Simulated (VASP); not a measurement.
Crystal: SbMo (zincblende type).

```
CELL_PARAMETERS angstrom
0.00000 3.21951 3.21951
3.21951 0.00000 3.21951
3.21951 3.21951 0.00000
ATOMIC_POSITIONS crystal
Mo 0.00000 0.00000 0.00000
Sb 0.25000 0.25000 0.25000
```

```yaml
Program: VASP 6.6.1
Task: relaxation of cell and atoms
Functional: PBE
Potentials_or_basis: VASP PAW PBE potentials, release 64 (Mo_sv, Sb)
Cutoff: 600 eV
k_mesh: 10 × 10 × 10
Occupations: fermi-dirac, width 0.08 eV
Spin: no spin polarisation
```

At the start: pressure -8.2 GPa; volume 33.37 Å³/atom.

**Question.** Where does the relaxation end?

**Answer.** Over 6 steps the energy falls by 136.0 meV/atom and the volume is 28.76 Å³/atom (-13.8 %); space group F-43m (No. 216, to 0.1 Å) before and after.

Step by step:
```tsv
step	energy change (eV)	largest force (eV/Å)	pressure (GPa)	volume (Å³)
1	0.0000	0.0000	-8.22	66.74
2	-0.0881	0.0000	10.84	51.54
3	-0.2719	0.0000	-0.18	57.64
4	-0.2719	0.0000	0.08	57.47
5	-0.2719	0.0000	-0.06	57.58
6	-0.2719	0.0000	0.00	57.53
```

Final structure:
```yaml
crystal:
  lattice:
    - [0.00000, 3.06392, 3.06392]
    - [3.06392, 0.00000, 3.06392]
    - [3.06392, 3.06392, 0.00000]
  atoms:
    - { symbol: Mo, position: [0.00000, 0.00000, 0.00000] }
    - { symbol: Sb, position: [0.25000, 0.25000, 0.25000] }
```
